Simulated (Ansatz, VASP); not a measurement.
**One calculation of HfC, two programs**

```
Hf C
1.0
     0.00000    2.31000    2.31000
     2.31000    0.00000    2.31000
     2.31000    2.31000    0.00000
Hf C
1 1
Direct
  0.00000 0.00000 0.00000
  0.50000 0.50000 0.50000
```

Alike in both runs: task single point; functional LDA; k mesh 6 × 6 × 6; occupations gaussian, width 0.05 eV; no spin polarisation.

|  | VASP | Ansatz |
| --- | --- | --- |
| version | VASP 6.6.1 | Ansatz 0.2.0 |
| potentials or method | VASP PAW LDA potentials, release 64 (Hf_pv, C), cutoff 600 eV | scalar-relativistic, plane waves, PAW |
| valence electrons in the cell | 14 | 30 |

Ansatz gave:

| Item | Value |
| --- | --- |
| gap on the k mesh at the Fermi level (eV) | none |
| pressure (GPa) | -7.5 |

**Question.** Estimate VASP's values.

**Answer.** gap on the k mesh at the Fermi level (eV): none; pressure (GPa): -7.3.

LDA's correlation is that of Perdew and Zunger in VASP and of Perdew and Wang (1992) in Ansatz. A gap of «none» marks a metal or a gap that the smearing closes. VASP's potentials hold 14 valence electrons a cell and Ansatz's 30, so a difference there can come from the potentials and not from the codes.

The k mesh is coarse, so the values compare programs but aren't converged. Spin-orbit coupling is off throughout.
